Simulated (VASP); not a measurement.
# NaI (I4mm) in VASP: single point with PBE

Aim: the single point of NaI with PBE.

Everything below comes from runs of VASP 6.6.1. Logs are shortened: lines on timing, memory, paths and dates and some standing lists are left out, and cuts for length are marked.

### 1 The cell of the first run

The structure is tetragonal, space group I4mm (No. 107). Conventional cell: a = 4.577 Å, b = 4.577 Å, c = 6.473 Å, α = 90.00°, β = 90.00°, γ = 90.00°. Na (site symmetry 4mm) has 6 I at 3.04 to 3.44 Å within 4.0 Å. I (site symmetry 4mm) has 6 Na at 3.04 to 3.44 Å within 4.0 Å.

### 2 Single point, PBE (atom 1 (Na) moved by (-0.200, +0.000) A along x and z)

INCAR

```
PREC = Accurate
ENCUT = 520
EDIFF = 1E-6
ISMEAR = 0
SIGMA = 0.05
LREAL = F
LASPH = T
NELM = 100
ALGO = Normal
ISIF = 2
LWAVE = F
LCHARG = T
GGA = PE
LELF = T
LVHAR = T
NBANDS = 14
```

KPOINTS

```
Automatic mesh
0
Gamma
  6 6 6
```

POSCAR

```
NaI
1.0
    0.0000000000      3.2364000000      3.2364000000
    3.2364000000      0.0000000000      3.2364000000
    3.2364000000      3.2364000000      0.0000000000
Na I
1 1
Direct
    0.0308985292     -0.0308985292     -0.0308985292
    0.5000000000      0.5000000000      0.5000000000
```

Potentials or basis: VASP PAW PBE potentials, release 64 (Na_pv, I).

Run with:

```sh
$ cat potpaw_PBE.64/Na_pv/POTCAR potpaw_PBE.64/I/POTCAR > POTCAR
$ mpirun -np 1 vasp_std > vasp.out
```

OUTCAR:

```text
PREC = Accurate
   ENCUT = 520
   EDIFF = 1E-6
   ISMEAR = 0
   LREAL = F
   LASPH = T
   NELM = 100
   ISIF = 2
   GGA = PE

 ion  position               nearest neighbor table
   1  0.031  0.969  0.969-   2 3.04
   2  0.500  0.500  0.500-   1 3.04

  LATTYP: Found a face centered cubic cell.
 ALAT       =     6.4728000000

  Lattice vectors:

 A1 = (   0.0000000000,   3.2364000000,   3.2364000000)
 A2 = (   3.2364000000,   0.0000000000,   3.2364000000)
 A3 = (   3.2364000000,   3.2364000000,   0.0000000000)

Analysis of symmetry for initial positions (statically):
=====================================================================
 Subroutine PRICEL returns:
 Original cell was already a primitive cell.

 Routine SETGRP: Setting up the symmetry group for a
 face centered cubic supercell.

 Subroutine GETGRP returns: Found  8 space group operations
 (whereof  8 operations were pure point group operations)
 out of a pool of 48 trial point group operations.

The static configuration has the point symmetry C_4v.

Analysis of symmetry for dynamics (positions and initial velocities):
=====================================================================
 Subroutine PRICEL returns:
 Original cell was already a primitive cell.

 Routine SETGRP: Setting up the symmetry group for a
 face centered cubic supercell.

 Subroutine GETGRP returns: Found  8 space group operations
 (whereof  8 operations were pure point group operations)
 out of a pool of 48 trial point group operations.

The dynamic configuration has the point symmetry C_4v.

 Subroutine INISYM returns: Found  8 space group operations
 (whereof  8 operations are pure point group operations),
 and found     1 'primitive' translations

----------------------------------------------------------------------------------------

                                     Primitive cell

  volume of cell :      67.7980

  direct lattice vectors                    reciprocal lattice vectors
     0.000000000  3.236400000  3.236400000    -0.154492646  0.154492646  0.154492646
     3.236400000  0.000000000  3.236400000     0.154492646 -0.154492646  0.154492646
     3.236400000  3.236400000  0.000000000     0.154492646  0.154492646 -0.154492646

  length of vectors
     4.576960773  4.576960773  4.576960773     0.267589113  0.267589113  0.267589113

  position of ions in fractional coordinates (direct lattice)
     0.030898529  0.969101471  0.969101471
     0.500000000  0.500000000  0.500000000

  ion indices of the primitive-cell ions
   primitive index   ion index
                 1           1
                 2           2

----------------------------------------------------------------------------------------

 KPOINTS: Automatic mesh

Automatic generation of k-mesh.
 Grid dimensions read from file:
 generate k-points for:    6    6    6

 Generating k-lattice:

  Cartesian coordinates                     Fractional coordinates (reciprocal lattice)
    -0.025748774  0.025748774  0.025748774     0.166666667  0.000000000  0.000000000
     0.025748774 -0.025748774  0.025748774     0.000000000  0.166666667  0.000000000
     0.025748774  0.025748774 -0.025748774     0.000000000  0.000000000  0.166666667

  Length of vectors
     0.044598185  0.044598185  0.044598185

  Shift w.r.t. Gamma in fractional coordinates (k-lattice)
     0.000000000  0.000000000  0.000000000

 Subroutine IBZKPT returns following result:
 ===========================================

 Found     30 irreducible k-points:

 Following reciprocal coordinates:
            Coordinates               Weight
  0.000000  0.000000  0.000000      1.000000
  0.166667  0.000000  0.000000      8.000000
  0.333333  0.000000  0.000000      8.000000
  0.500000  0.000000  0.000000      4.000000
  0.166667  0.166667  0.000000      4.000000
  0.000000  0.166667  0.166667      2.000000
[... 16 lines left out ...]
  0.500000  0.333333  0.166667      8.000000
  0.166667  0.500000  0.333333      8.000000
 [... further k-points ...]
   k-points           NKPTS =     30   k-points in BZ     NKDIM =     30   number of bands    NBANDS=     14
   number of dos      NEDOS =    301   number of ions     NIONS =      2
   total plane-waves  NPLWV =  46656
   dimension x,y,z NGX =    36 NGY =   36 NGZ =   36
   dimension x,y,z NGXF=    72 NGYF=   72 NGZF=   72
   ions per type =               1   1
   NGX,Y,Z   is equivalent  to a cutoff of  13.08, 13.08, 13.08 a.u.
   NGXF,Y,Z  is equivalent  to a cutoff of  26.15, 26.15, 26.15 a.u.
 SYSTEM =  unknown system
   PREC   = accura    normal or accurate (medium, high low for compatibility)
   ISTART =      0    job   : 0-new  1-cont  2-samecut
   ICHARG =      2    charge: 1-file 2-atom 10-const
   ISPIN  =      1    spin polarized calculation?
   LNONCOLLINEAR =      F non collinear calculations
   LSORBIT =      F    spin-orbit coupling
   LASPH  =      T    aspherical Exc in radial PAW
   ENCUT  =  520.0 eV  38.22 Ry    6.18 a.u.   8.51  8.51  8.51*2*pi/ulx,y,z
   NELM   =    100;   NELMIN=  2; NELMDL= -5     # of ELM steps
   EDIFF  = 0.1E-05   stopping-criterion for ELM
   LREAL  =      F    real-space projection
   EDIFFG = 0.1E-04   stopping-criterion for IOM
   NSW    =      0    number of steps for IOM
   IBRION =     -1    ionic relax: 0-MD 1-quasi-New 2-CG
   NFREE  =      0    steps in history (QN), initial steepest desc. (CG)
   ISIF   =      2    stress and relaxation
   ISYM   =      2    0-nonsym 1-usesym 2-fastsym
   POTIM  = 0.5000    time-step for ionic-motion
   TEBEG  =    0.0;   TEEND  =   0.0 temperature during run
   PSTRESS=    0.0 pullay stress
   NELECT =      14.0000    total number of electrons
   NUPDOWN=      -1.0000    fix difference up-down
   EMIN   =  10.00;   EMAX   =-10.00  energy-range for DOS
   EFERMI =   0.00;   METHOD = LEGACY
   ISMEAR =     0;   SIGMA  =   0.05  broadening in eV -4-tet -1-fermi 0-gaus
   EFERMI_NEDOS =   21; number of points for ismear=-14 and -15
   IALGO  =     38    algorithm
   IMIX   =      4    mixing-type and parameters
     AMIX     =   0.40;   BMIX     =  1.00
     AMIX_MAG =   1.60;   BMIX_MAG =  1.00
  volume/ion in A,a.u.               =      33.90       228.76
  Fermi-wavevector in a.u.,A,eV,Ry     =   0.967636  1.828567 12.739397  0.936319
  Thomas-Fermi vector in A             =   2.097538
   LORBIT       =      0    0 simple, 1 ext, 2 COOP (PROOUT), +10 PAW based schemes
   GGA     = PE    functional components
   LHFCALC =     F    Hartree Fock is set to
   AEXX    =    0.0000 exact exchange contribution
   IVDW    =     0    specifies the selected vdW correction
   LEPSILON=     F    determine dielectric tensor
   LRPA    =     F    only Hartree local field effects (RPA)
 non-spin polarized calculation
 Gauss-broadening in eV      SIGMA  =   0.05
  energy-cutoff  :      520.00
  volume of cell :       67.80
 maximum number of plane-waves:      1853
 NGX is ok and might be reduce to    36
   NGX = 17   NGY = 17   NGZ = 17

 number of electron      13.9999999 magnetization

 Free energy of the ion-electron system (eV)
  ---------------------------------------------------
  ext. energy  EPLUGINS =         0.00000000
  ---------------------------------------------------
  free energy    TOTEN  =        -5.36562029 eV

  energy without entropy =       -5.36562029  energy(sigma->0) =       -5.36562029

 E-fermi :   1.1108     XC(G=0):  -7.6992

 val. band max:        0.8040143516   @ k =   0.0000   0.0000   0.0000
 cond. band min:       4.4516953627   @ k =   0.0000   0.0000   0.0000
 fundamental gap:      3.6476810111
 Fermi energy:         1.1107534555

 k-point     1 :       0.0000    0.0000    0.0000
  band No.  band energies     occupation
      1     -21.6241      2.00000
      2     -21.6224      2.00000
      3     -21.6224      2.00000
      4     -10.2156      2.00000
      5       0.7890      2.00000
      6       0.8040      2.00000
      7       0.8040      2.00000
      8       4.4517      0.00000
      9       8.7337      0.00000
     10       8.7337      0.00000
     11       8.7505      0.00000
     12      10.5612      0.00000
     13      10.5996      0.00000
     14      11.2206      0.00000

 k-point     2 :       0.1667    0.0000    0.0000
  band No.  band energies     occupation
      1     -21.6249      2.00000
      2     -21.6231      2.00000
      3     -21.6225      2.00000
      4     -10.1417      2.00000
      5       0.0690      2.00000
      6       0.7200      2.00000
      7       0.7295      2.00000
      8       5.2608      0.00000
      9       8.2476      0.00000
     10       8.9234      0.00000
     11       8.9385      0.00000
     12      10.0490      0.00000
     13      10.0876      0.00000
     14      11.6112      0.00000

 k-point     3 :       0.3333    0.0000    0.0000
  band No.  band energies     occupation
      1     -21.6272      2.00000
      2     -21.6236      2.00000
      3     -21.6227      2.00000
      4      -9.9854      2.00000
      5      -0.9565      2.00000
      6       0.5813      2.00000
      7       0.5903      2.00000
      8       5.9116      0.00000
      9       8.5074      0.00000
     10       8.5083      0.00000
     11       8.8107      0.00000
     12      10.9239      0.00000
     13      11.0789      0.00000
     14      11.1318      0.00000

 k-point     4 :       0.5000    0.0000    0.0000
  band No.  band energies     occupation
      1     -21.6285      2.00000
      2     -21.6237      2.00000
      3     -21.6228      2.00000
      4      -9.9023      2.00000
      5      -1.3739      2.00000
      6       0.5163      2.00000
      7       0.5250      2.00000
      8       5.9021      0.00000
      9       8.2526      0.00000
     10       8.2682      0.00000
     11       9.5238      0.00000
     12      11.1104      0.00000
     13      12.9954      0.00000
     14      13.0819      0.00000

 k-point     5 :       0.1667    0.1667    0.0000
  band No.  band energies     occupation
      1     -21.6246      2.00000
      2     -21.6235      2.00000
      3     -21.6228      2.00000
      4     -10.1187      2.00000
      5       0.0791      2.00000
      6       0.5798      2.00000
      7       0.5927      2.00000
      8       5.5485      0.00000
      9       7.7341      0.00000
     10       8.8523      0.00000
     11       9.3428      0.00000
[... 276 lines left out ...]
 k-point    22 :       0.0000    0.5000    0.5000
  band No.  band energies     occupation
      1     -21.6283      2.00000
      2     -21.6241      2.00000
      3     -21.6241      2.00000
      4      -9.8246      2.00000
      5      -1.1014      2.00000
      6       0.0622      2.00000
      7       0.0622      2.00000
      8       5.3095      0.00000
      9       6.3636      0.00000
     10      10.6621      0.00000
     11      12.1183      0.00000
     12      12.1183      0.00000
     13      12.3967      0.00000
     14      13.9957      0.00000

 k-point    23 :       0.5000    0.3333    0.1667
  band No.  band energies     occupation
      1     -21.6263      2.00000
      2     -21.6256      2.00000
      3     -21.6233      2.00000
      4      -9.8911      2.00000
      5      -0.8729      2.00000
      6      -0.1162      2.00000
      7       0.2985      2.00000
      8       6.7317      0.00000
      9       7.5352      0.00000
     10       7.8072      0.00000
     11       9.8298      0.00000
     12      10.9209      0.00000
     13      12.9801      0.00000
     14      13.6904      0.00000

 k-point    24 :       0.1667    0.5000    0.3333
  band No.  band energies     occupation
      1     -21.6275      2.00000
      2     -21.6242      2.00000
      3     -21.6236      2.00000
      4      -9.8908      2.00000
      5      -0.8787      2.00000
      6      -0.1072      2.00000
      7       0.2958      2.00000
      8       6.7192      0.00000
      9       7.5470      0.00000
     10       7.8139      0.00000
     11       9.8325      0.00000
     12      10.9205      0.00000
     13      12.9752      0.00000
     14      13.6938      0.00000

 [... further k-points ...]
[... 5 lines left out ...]
  --------------------------------------------------------------------------------------
  -------------------------------------------------------------------------------------
  Total        0.4979994      0.1697916      0.1697916      0.0000000     -0.0000000      0.0000000
  in kB       11.7685460      4.0124544      4.0124544      0.0000000     -0.0000000      0.0000000
  external PRESSURE =       6.5978183 kB  Pullay stress =       0.0000000 kB

 VOLUME and BASIS-vectors are now :
 -----------------------------------------------------------------------------
  energy-cutoff  :      520.00
  volume of cell :       67.80
      direct lattice vectors                 reciprocal lattice vectors
     0.000000000  3.236400000  3.236400000    -0.154492646  0.154492646  0.154492646
     3.236400000  0.000000000  3.236400000     0.154492646 -0.154492646  0.154492646
     3.236400000  3.236400000  0.000000000     0.154492646  0.154492646 -0.154492646

 POSITION                                       TOTAL-FORCE (eV/Angst)
 -----------------------------------------------------------------------------------
      6.27280      3.23640      3.23640         0.207135      0.000000      0.000000
      3.23640      3.23640      3.23640        -0.207135      0.000000      0.000000
 -----------------------------------------------------------------------------------
    total drift:                               -0.000857     -0.000000     -0.000001

  FREE ENERGIE OF THE ION-ELECTRON SYSTEM (eV)
  ---------------------------------------------------
  free  energy   TOTEN  =        -5.3656202880 eV

  energy  without entropy=       -5.3656202880  energy(sigma->0) =       -5.36562029
```

It took 11 s on 1 thread of Intel Xeon 6975P-C (Granite Rapids), shared host; peak memory 0.21 GiB.

Results:

| Item | Value |
| --- | --- |
| Free energy | -5.3656 eV |
| Pressure | 0.7 GPa |
| Largest force | 0.207 eV/Å |
| Band gap on the k mesh | 3.65 eV, direct |

Forces in eV/Å, atoms in the order of the input:
```
Na   0.207  0.000  0.000
I   -0.207  0.000  0.000
```

Levels at points of the mesh, in eV from the valence-band top:
| k point | band 5 | band 6 | band 7 | band 8 | band 9 | band 10 |
| --- | --- | --- | --- | --- | --- | --- |
| (0.00, 0.00, 0.00) | -0.02 | 0.00 | 0.00 | 3.65 | 7.93 | 7.93 |
| (0.50, 0.00, 0.00) | -2.18 | -0.29 | -0.28 | 5.10 | 7.45 | 7.46 |
| (0.50, 0.50, 0.00) | -1.90 | -0.75 | -0.74 | 4.50 | 5.55 | 9.88 |
| (0.00, 0.50, 0.50) | -1.91 | -0.74 | -0.74 | 4.51 | 5.56 | 9.86 |

Caveat: the cell differs from its parent crystal (atom 1 (Na) moved by (-0.200, +0.000) A along x and z); spin-orbit coupling is left out, which moves the levels of the heavy elements.
